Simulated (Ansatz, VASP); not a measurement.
# Pb in VASP and in Ansatz

Contents of INCAR:

```
SYSTEM = Pb
PREC     = Accurate       ! precision mode
ENCUT    = 520            ! plane-wave cutoff, eV
EDIFF    = 1E-6           ! SCF threshold, eV
ISMEAR   = -1             ! smearing method
SIGMA    = 0.08           ! smearing width, eV
LREAL    = .FALSE.        ! projectors in reciprocal space
LASPH    = .TRUE.         ! aspherical terms in the spheres
NELM     = 60             ! most SCF steps
ALGO     = Normal         ! electronic algorithm
ISIF     = 2              ! what is computed and relaxed
LWAVE    = .FALSE.        ! write WAVECAR
LCHARG   = .TRUE.         ! write CHGCAR
GGA      = PE             ! functional
LELF     = .TRUE.         ! ELF
LVHAR    = .TRUE.       
NBANDS   = 13             ! bands
```

Contents of KPOINTS:

```
Automatic mesh
0
G
  13 13 13
  0 0 0
```

File POSCAR:

```
Pb
1.0
    0.0000000000      2.4861567681      2.4861567681
    2.4861567681      0.0000000000      2.4861567681
    2.4861567681      2.4861567681      0.0000000000
Pb
1
Direct
    0.0000000000      0.0000000000      0.0000000000
```

Input for Ansatz:

```yaml
crystal:
  lattice:
    - [0.0, 2.4861567681, 2.4861567681]
    - [2.4861567681, 0.0, 2.4861567681]
    - [2.4861567681, 2.4861567681, 0.0]
  atoms:
    - { symbol: Pb, position: [0.0, 0.0, 0.0] }
kpoints:
  mp_grid: { grid: [13, 13, 13] }
scf:
  occupations: { method: fermi_dirac, width: 0.08 }
hamiltonian:
  xc: pbe
  pseudopotentials: { kind: all_electron, lapw: { basis_error: 0.00025 } }
output:
  forces: true
  stress: true
  eigenvalues: true
```

Change from the starting cell: volume scaled by 1.02.

Alike in both runs: task single point; functional PBE; k mesh 13 × 13 × 13; occupations fermi-dirac, width 0.08 eV; no spin polarisation.

```csv
,VASP,Ansatz
version,VASP 6.6.1,Ansatz 0.2.0
potentials or method,"VASP PAW PBE potentials, release 64 (Pb_d), cutoff 520 eV","all-electron LAPW, scalar-relativistic"
```

Ansatz gave:

```
pressure (GPa) : 1.8
```

**Question.** Estimate VASP's values.

**Answer.** Pressure (GPa): 1.7.

Ansatz ran all-electron here, and VASP with PAW potentials.

Neither program's run includes spin-orbit coupling.
